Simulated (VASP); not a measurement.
Input of a VASP 6.6.1 run:

File INCAR:

```
  PREC = Accurate
  ENCUT = 520
  EDIFF = 1E-7
  ISMEAR = 0
  SIGMA = 0.1
  LREAL = F
  LASPH = T
  NELM = 80
  ALGO = Normal
  ISIF = 2
  LWAVE = F
  LCHARG = T
  GGA = PS
  LELF = T
  LVHAR = T
  NBANDS = 16
```

The input KPOINTS:

```
Automatic mesh
0
Gamma
  8 8 8
```

Contents of POSCAR:

```
TaSi2
1.0
   -1.6272570568      1.6272570568      4.0810004428
    1.6272570568     -1.6272570568      4.0810004428
    1.6272570568      1.6272570568     -4.0810004428
Si Ta
2 1
Direct
    0.3315923667      0.3315923667      0.0000000000
    0.6684076333      0.6684076333      0.0000000000
    0.0000000000      0.0000000000      0.0000000000
```

Potentials or basis: VASP PAW PBE potentials, release 64 (Si, Ta_pv).

Run with:

```bash
$ cat potpaw_PBE.64/Si/POTCAR potpaw_PBE.64/Ta_pv/POTCAR > POTCAR
$ mpirun -np 1 vasp_std > vasp.out
```

(1) Predict the largest force.

(2) What does it give for the pressure?

Results:

(1) 0.027 eV/Å.

(2) 0.1 GPa.

Caveat: the PAW data sets were made with another functional, which shifts forces and pressure a little.
